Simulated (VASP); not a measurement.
# AgSn2SeI3 (Cmmm) in VASP: relaxation of cell and atoms with PBE

Aim: the relaxation of cell and atoms of AgSn2SeI3 with PBE.

Everything below comes from runs of VASP 6.6.1. Logs are shortened: lines on timing, memory, paths and dates and some standing lists are left out, and cuts for length are marked.

**1. The cell of the first run**

The structure is orthorhombic, space group Cmmm (No. 65). The conventional cell has a = 6.222 Å, b = 8.709 Å, c = 9.328 Å, α = 90.00°, β = 90.00°, γ = 90.00°. Within 3.5 Å of Ag (site symmetry mmm) lie 4 Sn at 2.68 Å and 4 I at 3.05 to 3.11 Å. Within 3.5 Å of Sn (site symmetry 2/m) lie 2 Ag at 2.68 Å and 2 I at 2.68 Å and 2 Sn at 3.11 Å. Within 4.7 Å of Se (site symmetry mmm) lie 10 I at 3.50 to 4.66 Å. I (site symmetry mm2) has 1 Ag at 3.05 Å and 1 I at 3.23 Å and 2 Se at 3.50 Å and 4 Sn at 4.06 Å within 4.1 Å. Within 3.5 Å of I (site symmetry mmm) lie 4 Sn at 2.68 Å and 2 Ag at 3.11 Å.

The cell was built from a structure type or drawn by symmetry, and may not be a known phase.

**2. Relaxation of cell and atoms, PBE**

Input file INCAR:

```
PREC     = Accurate       # precision mode
ENCUT    = 600            # plane-wave cutoff, eV
EDIFF    = 1E-6           # SCF threshold, eV
ISMEAR   = 0              # smearing method
SIGMA    = 0.15           # smearing width, eV
LREAL    = False          # projectors in reciprocal space
LASPH    = True           # aspherical terms in the spheres
NELM     = 60             # most SCF steps
ALGO     = Normal         # electronic algorithm
ISIF     = 3              # what is computed and relaxed
LWAVE    = False          # write WAVECAR
LCHARG   = False          # write CHGCAR
GGA      = PE             # functional
IBRION   = 2              # ionic algorithm
NSW      = 36             # ionic steps
EDIFFG   = -0.08          # ionic threshold
```

Input file KPOINTS:

```
regular mesh
0
Gamma
  3 3 2
```

Input file POSCAR:

```
AgSn2SeI3
1.0
    3.1109786300     -4.3547076200      0.0000000000
    3.1109786300      4.3547076200      0.0000000000
    0.0000000000      0.0000000000      9.3284387000
Ag Sn Se I
1 2 1 3
Direct
    0.0000000000      0.0000000000      0.5000000000
    0.0000000000      0.5000000000      0.5000000000
    0.5000000000      0.0000000000      0.5000000000
    0.5000000000      0.5000000000      0.0000000000
    0.0000000000      0.0000000000      0.1729223700
    0.0000000000      0.0000000000      0.8270776300
    0.5000000000      0.5000000000      0.5000000000
```

Potentials or basis: VASP PAW PBE potentials, release 64 (Ag, Sn_d, Se, I).

Started as:

```bash
> cat potpaw_PBE.64/Ag/POTCAR potpaw_PBE.64/Sn_d/POTCAR potpaw_PBE.64/Se/POTCAR potpaw_PBE.64/I/POTCAR > POTCAR
> mpirun -np 1 vasp_std > vasp.out
```

OUTCAR:

```text
PREC = Accurate
   ENCUT = 600
   EDIFF = 1E-6
   ISMEAR = 0
   LREAL = False
   LASPH = True
   NELM = 60
   ISIF = 3
   GGA = PE
   IBRION = 2
   NSW = 36
   EDIFFG = -0.08

 ion  position               nearest neighbor table
   1  0.000  0.000  0.500-   2 2.68   3 2.68   2 2.68   3 2.68   5 3.05   6 3.05   7 3.11   7 3.11

   2  0.000  0.500  0.500-   1 2.68   7 2.68   1 2.68   7 2.68   3 3.11   3 3.11
   3  0.500  0.000  0.500-   1 2.68   7 2.68   7 2.68   1 2.68   2 3.11   2 3.11
   4  0.500  0.500  0.000-
   5  0.000  0.000  0.173-   1 3.05   6 3.23
   6  0.000  0.000  0.827-   1 3.05   5 3.23
   7  0.500  0.500  0.500-   2 2.68   3 2.68   3 2.68   2 2.68   1 3.11   1 3.11

  LATTYP: Found a base centered orthorhombic cell.
 ALAT       =     6.2219572600
 B/A-ratio  =     1.3997870567
 C/A-ratio  =     1.4992772065

  Lattice vectors:

 A1 = (   3.1109786300,  -4.3547076200,   0.0000000000)
 A2 = (   3.1109786300,   4.3547076200,   0.0000000000)
 A3 = (   0.0000000000,   0.0000000000,   9.3284387000)

Analysis of symmetry for initial positions (statically):
=====================================================================
 Subroutine PRICEL returns:
 Original cell was already a primitive cell.

 Routine SETGRP: Setting up the symmetry group for a
 base centered orthorhombic supercell.

 Subroutine GETGRP returns: Found  8 space group operations
 (whereof  8 operations were pure point group operations)
 out of a pool of  8 trial point group operations.

The static configuration has the point symmetry D_2h.

Analysis of symmetry for dynamics (positions and initial velocities):
=====================================================================
 Subroutine PRICEL returns:
 Original cell was already a primitive cell.

 Routine SETGRP: Setting up the symmetry group for a
 base centered orthorhombic supercell.

 Subroutine GETGRP returns: Found  8 space group operations
 (whereof  8 operations were pure point group operations)
 out of a pool of  8 trial point group operations.

The dynamic configuration has the point symmetry D_2h.

 Subroutine INISYM returns: Found  8 space group operations
 (whereof  8 operations are pure point group operations),
 and found     1 'primitive' translations

----------------------------------------------------------------------------------------

                                     Primitive cell

  volume of cell :     252.7522

[... 85 lines left out ...]
   IBRION =      2    ionic relax: 0-MD 1-quasi-New 2-CG
   NFREE  =      1    steps in history (QN), initial steepest desc. (CG)
   ISIF   =      3    stress and relaxation
   ISYM   =      2    0-nonsym 1-usesym 2-fastsym
   POTIM  = 0.5000    time-step for ionic-motion
   TEBEG  =    0.0;   TEEND  =   0.0 temperature during run
   PSTRESS=    0.0 pullay stress
   NELECT =      66.0000    total number of electrons
   NUPDOWN=      -1.0000    fix difference up-down
   EMIN   =  10.00;   EMAX   =-10.00  energy-range for DOS
   EFERMI =   0.00;   METHOD = LEGACY
   ISMEAR =     0;   SIGMA  =   0.15  broadening in eV -4-tet -1-fermi 0-gaus
   EFERMI_NEDOS =   21; number of points for ismear=-14 and -15
   IALGO  =     38    algorithm
   IMIX   =      4    mixing-type and parameters
     AMIX     =   0.40;   BMIX     =  1.00
     AMIX_MAG =   1.60;   BMIX_MAG =  1.00
  volume/ion in A,a.u.               =      36.11       243.67
  Fermi-wavevector in a.u.,A,eV,Ry     =   1.046384  1.977379 14.897288  1.094920
  Thomas-Fermi vector in A             =   2.181220
   LORBIT       =      0    0 simple, 1 ext, 2 COOP (PROOUT), +10 PAW based schemes
   GGA     = PE    functional components
   LHFCALC =     F    Hartree Fock is set to
   AEXX    =    0.0000 exact exchange contribution
   IVDW    =     0    specifies the selected vdW correction
   LEPSILON=     F    determine dielectric tensor
   LRPA    =     F    only Hartree local field effects (RPA)
 conjugate gradient relaxation of ions
 non-spin polarized calculation
 Gauss-broadening in eV      SIGMA  =   0.15
  energy-cutoff  :      600.00
  volume of cell :      252.75
 maximum number of plane-waves:      8501
 NGX is ok and might be reduce to    48
   NGX = 21   NGY = 21   NGZ = 37

--------------------------------------- Ionic step        1  -------------------------------------------

 number of electron      65.9999990 magnetization

 Free energy of the ion-electron system (eV)
  ---------------------------------------------------
  ext. energy  EPLUGINS =         0.00000000
  ---------------------------------------------------
  free energy    TOTEN  =       -12.95623762 eV

  energy without entropy =      -12.81524883  energy(sigma->0) =      -12.88574323

------------------------ aborting loop because EDIFF is reached ----------------------------------------

  FORCE on cell =-STRESS in cart. coord.  units (eV):
  Direction    XX          YY          ZZ          XY          YZ          ZX
  --------------------------------------------------------------------------------------
  -------------------------------------------------------------------------------------
  Total       18.5770818     26.2474961     -2.3368875     -0.0000000      0.0000000      0.0000000
  in kB      117.7587235    166.3809022    -14.8133543     -0.0000000      0.0000000      0.0000000
  external PRESSURE =      89.7754238 kB  Pullay stress =       0.0000000 kB
[... 104 lines left out ...]
  FREE ENERGIE OF THE ION-ELECTRON SYSTEM (eV)
  ---------------------------------------------------
  free  energy   TOTEN  =       -15.2806484378 eV

  energy  without entropy=      -15.1232927746  energy(sigma->0) =      -15.20197061

[... ionic steps 4 to 7 ...]

--------------------------------------- Ionic step        8  -------------------------------------------

 number of electron      66.0000013 magnetization

------------------------ aborting loop because EDIFF is reached ----------------------------------------
[... 77 lines left out ...]
--------------------------------------- Ionic step       10  -------------------------------------------

 number of electron      66.0000001 magnetization

 Free energy of the ion-electron system (eV)
  ---------------------------------------------------
  ext. energy  EPLUGINS =         0.00000000
  ---------------------------------------------------
  free energy    TOTEN  =       -15.53829157 eV

  energy without entropy =      -15.39199327  energy(sigma->0) =      -15.46514242

 E-fermi :   2.2068     XC(G=0):  -7.4916

 val. band max:        2.2063602483   @ k =   0.3333   0.3333   0.0000
 cond. band min:       2.2630594922   @ k =  -0.3333   0.3333   0.5000
 fundamental gap:      0.0566992439
 Fermi energy:         2.2068094804

 k-point     1 :       0.0000    0.0000    0.0000
  band No.  band energies     occupation
      1     -20.3206      2.00000
      2     -20.2925      2.00000
      3     -20.2907      2.00000
      4     -20.2808      2.00000
      5     -20.1769      2.00000
      6     -20.1757      2.00000
[... 359 lines left out ...]
  FREE ENERGIE OF THE ION-ELECTRON SYSTEM (eV)
  ---------------------------------------------------
  free  energy   TOTEN  =       -15.5382915738 eV

  energy  without entropy=      -15.3919932692  energy(sigma->0) =      -15.46514242

 reached required accuracy - stopping structural energy minimisation
```

CONTCAR:

```text
AgSn2SeI3
   1.00000000000000
     3.5104373597466734   -5.0324627339821291    0.0000000000000000
     3.5104373597466734    5.0324627339821291    0.0000000000000000
     0.0000000000000000    0.0000000000000000    8.7542844372723323
  Ag              Sn              Se              I
     1     2     1     3
Direct
     0.0000000000000000    0.0000000000000000    0.5000000000000000
     0.0000000000000000    0.5000000000000000    0.5000000000000000
     0.5000000000000000    0.0000000000000000    0.5000000000000000
     0.5000000000000000    0.5000000000000000    1.0000000000000000
     0.0000000000000000    0.0000000000000000    0.1901616651376328
     1.0000000000000000    1.0000000000000000    0.8098383348623672
     0.5000000000000000    0.5000000000000000    0.5000000000000000

  0.00000000E+00  0.00000000E+00  0.00000000E+00
  0.00000000E+00  0.00000000E+00  0.00000000E+00
  0.00000000E+00  0.00000000E+00  0.00000000E+00
  0.00000000E+00  0.00000000E+00  0.00000000E+00
  0.00000000E+00  0.00000000E+00  0.00000000E+00
  0.00000000E+00  0.00000000E+00  0.00000000E+00
  0.00000000E+00  0.00000000E+00  0.00000000E+00
```

Run time: 9.9 min. Hardware: 1 thread of Intel Xeon 6975P-C (Granite Rapids), shared host; peak memory 0.57 GiB.

What came out:

| Quantity | Value |
| --- | --- |
| Free energy | -15.5383 eV |
| Relaxed volume | 44.19 Å³/atom |
| Relaxed cell | a = 6.136 Å, b = 6.136 Å, c = 8.754 Å, α = 90.00°, β = 90.00°, γ = 110.20° |
| Space group after relaxing (to 0.1 Å) | Cmmm (No. 65) |
| Energy gained by relaxing | 368.9 meV/atom |
| Ionic steps | 10 |
| Pressure after relaxing | -0.1 GPa |
| Largest force after relaxing | 0.055 eV/Å |
| Band gap on the k mesh | zero (bands 33 and 34 overlap by 0.09 eV) |

Forces on the atoms (eV/Å):
```
Ag   0.000  0.000  0.000
Sn   0.000  0.000  0.000
Sn   0.000  0.000  0.000
Se   0.000  0.000  0.000
I    0.000  0.000  0.055
I    0.000  0.000 -0.055
I    0.000  0.000  0.000
```

Stress tensor (GPa, compression positive):
```
 0.08  0.00  0.00
 0.00 -0.25  0.00
 0.00  0.00 -0.08
```

Step by step:
| step | energy change (eV) | largest force (eV/Å) | pressure (GPa) | volume (Å³) |
| --- | --- | --- | --- | --- |
| 1 | 0.0000 | 0.2326 | 8.98 | 252.75 |
| 2 | -2.2742 | 0.8045 | -1.52 | 331.26 |
| 3 | -2.3244 | 0.6462 | -0.65 | 314.04 |
| 4 | -2.3273 | 0.6742 | -0.85 | 317.34 |
| 5 | -2.4682 | 0.6163 | -0.46 | 309.12 |
| 6 | -2.5376 | 0.4123 | 0.20 | 299.94 |
| 7 | -2.5378 | 0.3859 | 0.30 | 299.18 |
| 8 | -2.5603 | 0.2099 | 0.23 | 301.62 |
| 9 | -2.5739 | 0.0426 | 0.20 | 305.29 |
| 10 | -2.5821 | 0.0552 | -0.08 | 309.31 |

Final structure:
```
Ag Sn Se I
1.0
     3.51044   -5.03246    0.00000
     3.51044    5.03246    0.00000
     0.00000    0.00000    8.75428
Ag Sn Se I
1 2 1 3
Cartesian
  0.0000 0.0000 4.3771
  1.7552 2.5162 4.3771
  1.7552 -2.5162 4.3771
  3.5104 0.0000 8.7543
  0.0000 0.0000 1.6647
  7.0209 0.0000 7.0896
  3.5104 0.0000 4.3771
```

Levels at points of the mesh, in eV from the Fermi level:
```tsv
k point	band 31	band 32	band 33	band 34	band 35	band 36
(0.00, 0.00, 0.00)	-1.22	-0.20	-0.08	0.20	0.53	0.80
(0.00, 0.00, 0.50)	-0.83	-0.41	-0.09	0.27	0.32	0.78
```

Caveat: the k points lie up to 0.36 Å⁻¹ apart in the final cell; the volume moved by over 15 % at a fixed basis, so the end points are rough; spin-orbit coupling is left out, which moves the levels of the heavy elements; the relaxation stopped at a loose force limit of 0.08 eV/Å, so its end isn't a converged minimum.
